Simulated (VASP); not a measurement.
# Sn in VASP: notebook, part 2 of 2

VASP 6.6.1.

### 6 Single point, PBE

This run uses another cell than the first one, of 28.67 Å³/atom, 1.107 times its volume.

Contents of INCAR:

```
SYSTEM = Sn
ALGO = Fast
EDIFF = 1E-7
ENCUT = 520
GGA = PE
ISIF = 2
ISMEAR = 0
LASPH = .True.
LCHARG = .True.
LELF = .True.
LREAL = .False.
LVHAR = .True.
LWAVE = .False.
NBANDS = 13
NELM = 100
PREC = Accurate
SIGMA = 0.011
```

Contents of KPOINTS:

```
k-points
0
Gamma
  11 11 11
  0 0 0
```

Contents of POSCAR:

```
Sn
1.0
   -1.7265390000      1.7755470000      2.3383420000
    1.7265390000     -1.7755470000      2.3383420000
    1.7265390000      1.7755470000     -2.3383420000
Sn
1
Direct
    0.0000000000      0.0000000000      0.0000000000
```

Potentials or basis: VASP PAW PBE potentials, release 64 (Sn_d).

Started as:

```sh
$ cat potpaw_PBE.64/Sn_d/POTCAR > POTCAR
$ mpirun -np 1 vasp_std > vasp.out
```

OUTCAR:

```text
SYSTEM = Sn
   EDIFF = 1E-7
   ENCUT = 520
   GGA = PE
   ISIF = 2
   ISMEAR = 0
   LASPH = .True.
   LREAL = .False.
   NELM = 100
   PREC = Accurate

 ion  position               nearest neighbor table
   1  0.000  0.000  0.000-

  LATTYP: Found a body centered orthorhombic cell.
 ALAT       =     3.4530780000
 B/A-ratio  =     1.0283851103
 C/A-ratio  =     1.3543522620

  Lattice vectors:

 A1 = (  -1.7265390000,   1.7755470000,   2.3383420000)
 A2 = (   1.7265390000,  -1.7755470000,   2.3383420000)
 A3 = (   1.7265390000,   1.7755470000,  -2.3383420000)

Analysis of symmetry for initial positions (statically):
=====================================================================
 Subroutine PRICEL returns:
 Original cell was already a primitive cell.

 Routine SETGRP: Setting up the symmetry group for a
 body centered orthorhombic supercell.

 Subroutine GETGRP returns: Found  8 space group operations
 (whereof  8 operations were pure point group operations)
 out of a pool of  8 trial point group operations.

The static configuration has the point symmetry D_2h.

Analysis of symmetry for dynamics (positions and initial velocities):
=====================================================================
 Subroutine PRICEL returns:
 Original cell was already a primitive cell.

 Routine SETGRP: Setting up the symmetry group for a
 body centered orthorhombic supercell.

 Subroutine GETGRP returns: Found  8 space group operations
 (whereof  8 operations were pure point group operations)
 out of a pool of  8 trial point group operations.

The dynamic configuration has the point symmetry D_2h.

 Subroutine INISYM returns: Found  8 space group operations
 (whereof  8 operations are pure point group operations),
 and found     1 'primitive' translations

----------------------------------------------------------------------------------------

                                     Primitive cell

  volume of cell :      28.6732

  direct lattice vectors                    reciprocal lattice vectors
    -1.726539000  1.775547000  2.338342000     0.000000000  0.281603359  0.213826720
     1.726539000 -1.775547000  2.338342000     0.289596702  0.000000000  0.213826720
     1.726539000  1.775547000 -2.338342000     0.289596702  0.281603359  0.000000000

  length of vectors
     3.406075069  3.406075069  3.406075069     0.353584952  0.359983494  0.403938983

  position of ions in fractional coordinates (direct lattice)
     0.000000000  0.000000000  0.000000000

  ion indices of the primitive-cell ions
   primitive index   ion index
                 1           1

----------------------------------------------------------------------------------------

 KPOINTS: k-points

Automatic generation of k-mesh.
 Grid dimensions read from file:
 generate k-points for:   11   11   11

 Generating k-lattice:

  Cartesian coordinates                     Fractional coordinates (reciprocal lattice)
     0.000000000  0.025600305  0.019438793     0.090909091  0.000000000 -0.000000000
     0.026326973  0.000000000  0.019438793     0.000000000  0.090909091  0.000000000
     0.026326973  0.025600305  0.000000000    -0.000000000  0.000000000  0.090909091

  Length of vectors
     0.032144087  0.032725772  0.036721726

  Shift w.r.t. Gamma in fractional coordinates (k-lattice)
     0.000000000  0.000000000  0.000000000

 Subroutine IBZKPT returns following result:
 ===========================================

 Found    216 irreducible k-points:

 Following reciprocal coordinates:
            Coordinates               Weight
  0.000000  0.000000  0.000000      1.000000
  0.090909  0.000000  0.000000      4.000000
  0.181818 -0.000000  0.000000      4.000000
  0.272727  0.000000  0.000000      4.000000
  0.363636 -0.000000  0.000000      4.000000
  0.454545  0.000000  0.000000      4.000000
[... 16 lines left out ...]
  0.454545  0.181818  0.000000      8.000000
 -0.454545  0.181818  0.000000      8.000000
 [... further k-points ...]
   k-points           NKPTS =    216   k-points in BZ     NKDIM =    216   number of bands    NBANDS=     13
   number of dos      NEDOS =    301   number of ions     NIONS =      1
   total plane-waves  NPLWV =  21952
   dimension x,y,z NGX =    28 NGY =   28 NGZ =   28
   dimension x,y,z NGXF=    56 NGYF=   56 NGZF=   56
   ions per type =               1
   NGX,Y,Z   is equivalent  to a cutoff of  13.67, 13.67, 13.67 a.u.
   NGXF,Y,Z  is equivalent  to a cutoff of  27.33, 27.33, 27.33 a.u.
 SYSTEM =  Sn
   PREC   = accura    normal or accurate (medium, high low for compatibility)
   ISTART =      0    job   : 0-new  1-cont  2-samecut
   ICHARG =      2    charge: 1-file 2-atom 10-const
   ISPIN  =      1    spin polarized calculation?
   LNONCOLLINEAR =      F non collinear calculations
   LSORBIT =      F    spin-orbit coupling
   LASPH  =      T    aspherical Exc in radial PAW
   ENCUT  =  520.0 eV  38.22 Ry    6.18 a.u.   6.33  6.33  6.33*2*pi/ulx,y,z
   NELM   =    100;   NELMIN=  2; NELMDL= -5     # of ELM steps
   EDIFF  = 0.1E-06   stopping-criterion for ELM
   LREAL  =      F    real-space projection
   EDIFFG = 0.1E-05   stopping-criterion for IOM
   NSW    =      0    number of steps for IOM
   IBRION =     -1    ionic relax: 0-MD 1-quasi-New 2-CG
   NFREE  =      0    steps in history (QN), initial steepest desc. (CG)
   ISIF   =      2    stress and relaxation
   ISYM   =      2    0-nonsym 1-usesym 2-fastsym
   POTIM  = 0.5000    time-step for ionic-motion
   TEBEG  =    0.0;   TEEND  =   0.0 temperature during run
   PSTRESS=    0.0 pullay stress
   NELECT =      14.0000    total number of electrons
   NUPDOWN=      -1.0000    fix difference up-down
   EMIN   =  10.00;   EMAX   =-10.00  energy-range for DOS
   EFERMI =   0.00;   METHOD = LEGACY
   ISMEAR =     0;   SIGMA  =   0.01  broadening in eV -4-tet -1-fermi 0-gaus
   EFERMI_NEDOS =   21; number of points for ismear=-14 and -15
   IALGO  =     68    algorithm
   IMIX   =      4    mixing-type and parameters
     AMIX     =   0.40;   BMIX     =  1.00
     AMIX_MAG =   1.60;   BMIX_MAG =  1.00
  volume/ion in A,a.u.               =      28.67       193.50
  Fermi-wavevector in a.u.,A,eV,Ry     =   1.289116  2.436076 22.610433  1.661820
  Thomas-Fermi vector in A             =   2.421028
   LORBIT       =      0    0 simple, 1 ext, 2 COOP (PROOUT), +10 PAW based schemes
   GGA     = PE    functional components
   LHFCALC =     F    Hartree Fock is set to
   AEXX    =    0.0000 exact exchange contribution
   IVDW    =     0    specifies the selected vdW correction
   LEPSILON=     F    determine dielectric tensor
   LRPA    =     F    only Hartree local field effects (RPA)
 non-spin polarized calculation
 RMM-DIIS sequential band-by-band and
 Gauss-broadening in eV      SIGMA  =   0.01
  energy-cutoff  :      520.00
  volume of cell :       28.67
 maximum number of plane-waves:       788
 NGX is ok and might be reduce to    28
   NGX = 13   NGY = 13   NGZ = 13

 number of electron      13.9999998 magnetization

 Free energy of the ion-electron system (eV)
  ---------------------------------------------------
  ext. energy  EPLUGINS =         0.00000000
  ---------------------------------------------------
  free energy    TOTEN  =        -3.78615977 eV

  energy without entropy =       -3.78609402  energy(sigma->0) =       -3.78612690

 E-fermi :   7.5298     XC(G=0): -10.1143

 val. band max:        7.5008503021   @ k =   0.1818   0.1818   0.1818
 cond. band min:       7.5326525606   @ k =  -0.1818   0.3636   0.0000
 fundamental gap:      0.0318022585
 Fermi energy:         7.5297714786

 k-point     1 :       0.0000    0.0000    0.0000
  band No.  band energies     occupation
      1     -14.0508      2.00000
      2     -14.0353      2.00000
      3     -14.0160      2.00000
      4     -13.9875      2.00000
      5     -13.9525      2.00000
      6      -3.2499      2.00000
      7      14.5424      0.00000
      8      14.6861      0.00000
      9      15.0918      0.00000
     10      18.1243      0.00000
     11      18.6351      0.00000
     12      19.1449      0.00000
     13      19.3030      0.00000
[... 353 lines left out ...]
 k-point    24 :      -0.4545    0.1818    0.0000
  band No.  band energies     occupation
      1     -14.0504      2.00000
      2     -14.0110      2.00000
      3     -13.9837      2.00000
      4     -13.9454      2.00000
      5     -13.9068      2.00000
      6       0.1298      2.00000
      7       5.2453      2.00000
      8       9.9836      0.00000
      9      11.6672      0.00000
     10      14.8934      0.00000
     11      19.9232      0.00000
     12      20.9641      0.00000
     13      22.3608      0.00000

 [... further k-points ...]
[... 5 lines left out ...]
  --------------------------------------------------------------------------------------
  -------------------------------------------------------------------------------------
  Total       -0.0524947     -0.4138043     -0.1069265      0.0000000      0.0000000      0.0000000
  in kB       -2.9332540    -23.1221891     -5.9747432      0.0000000      0.0000000      0.0000000
  external PRESSURE =     -10.6767288 kB  Pullay stress =       0.0000000 kB

 VOLUME and BASIS-vectors are now :
 -----------------------------------------------------------------------------
  energy-cutoff  :      520.00
  volume of cell :       28.67
      direct lattice vectors                 reciprocal lattice vectors
    -1.726539000  1.775547000  2.338342000     0.000000000  0.281603359  0.213826720
     1.726539000 -1.775547000  2.338342000     0.289596702  0.000000000  0.213826720
     1.726539000  1.775547000 -2.338342000     0.289596702  0.281603359  0.000000000

 POSITION                                       TOTAL-FORCE (eV/Angst)
 -----------------------------------------------------------------------------------
      0.00000      0.00000      0.00000         0.000000      0.000000      0.000000
 -----------------------------------------------------------------------------------
    total drift:                               -0.000000     -0.000000      0.000000

  FREE ENERGIE OF THE ION-ELECTRON SYSTEM (eV)
  ---------------------------------------------------
  free  energy   TOTEN  =        -3.7861597739 eV

  energy  without entropy=       -3.7860940174  energy(sigma->0) =       -3.78612690
```

Wall time 51 s (1 thread of Intel Xeon 6975P-C (Granite Rapids), shared host); peak memory 0.21 GiB.

What came out:

* Free energy: -3.7862 eV
* Pressure: -1.1 GPa
* Band gap on the k mesh: zero (band 7 reaches 14.54 eV, above the bottom of band 8 at 5.75 eV)

Stress tensor (GPa, compression positive):
```
-0.29  0.00  0.00
 0.00 -2.31  0.00
 0.00  0.00 -0.60
```

Levels at points of the mesh, in eV from the Fermi level:
```csv
k point,band 3,band 4,band 5,band 6,band 7,band 8,band 9,band 10,band 11,band 12
"(0.00, 0.00, 0.00)",-21.55,-21.52,-21.48,-10.78,7.01,7.16,7.56,10.59,11.11,11.62
```

Caveat: spin-orbit coupling is left out, which moves the levels of the heavy elements.

### 7 Overview

```csv
level,potentials or basis,cell,smearing,gap on the mesh (eV),pressure (GPa)
LDA,"VASP PAW LDA potentials, release 64 (Sn_d)","a = 3.300 Å, angles 118.6, 118.6, 92.4°, 1 atom",fermi-dirac 0.05 eV,none,0.0
PBEsol,"VASP PAW PBE potentials, release 64 (Sn_d)","a = 3.328 Å, angles 118.7, 118.7, 92.3°, 1 atom",fermi-dirac 0.05 eV,none,-0.1
PBE,"VASP PAW PBE potentials, release 64 (Sn_d)","a = 3.390 Å, angles 118.7, 118.7, 92.2°, 1 atom",fermi-dirac 0.05 eV,none,0.0
PBE,"VASP PAW PBE potentials, release 64 (Sn_d)","a = 3.406 Å, angles 119.1, 117.2, 93.3°, 1 atom",gaussian 0.011 eV,none,-1.1
```

Alike in all rows: task single point; no spin polarisation; k mesh 11 × 11 × 11; cutoff (eV) 520.

Caveats: spin-orbit coupling is left out, which moves the levels of the heavy elements; the PAW data sets were made with another functional, which shifts forces and pressure a little (some runs).

Total energies depend on the potentials used, so only differences within one code and one set of settings carry meaning.
